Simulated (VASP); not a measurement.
Input of a VASP 6.6.1 run:

File INCAR:

```
SYSTEM = ScSn3Se
PREC = Accurate ; ENCUT = 520
EDIFF = 1E-6 ; ISMEAR = 0
SIGMA = 0.1 ; LREAL = .False.
LASPH = .True. ; NELM = 150
ALGO = Normal ; ISIF = 2
LWAVE = .False. ; LCHARG = .False.
ISPIN = 2 ; MAGMOM = 1 0 0 0 0
LORBIT = 11 ; LMAXMIX = 4
GGA = PE ; NBANDS = 42
```

File KPOINTS:

```
regular mesh
0
Gamma
  4 4 4
  0 0 0
```

File POSCAR:

```
ScSn3Se
1.0
    5.5456155550      0.0000000000      0.0000000000
    0.0000000000      5.5456155550      0.0000000000
    0.0000000000      0.0000000000      5.5456155550
Sc Sn Se
1 3 1
Direct
    0.0000000000      0.0000000000      0.0000000000
    0.5000000000      0.0000000000      0.0000000000
    0.0000000000      0.5000000000      0.0000000000
    0.0000000000      0.0000000000      0.5000000000
    0.5000000000      0.5000000000      0.5000000000
```

Potentials or basis: VASP PAW PBE potentials, release 64 (Sc_sv, Sn_d, Se).

Command:

```bash
$ cat potpaw_PBE.64/Sc_sv/POTCAR potpaw_PBE.64/Sn_d/POTCAR potpaw_PBE.64/Se/POTCAR > POTCAR
$ mpirun -np 1 vasp_std > vasp.out
```

What does it give for the pressure?

0.2 GPa.

Estimate the net moment.

0.00 μB per cell.
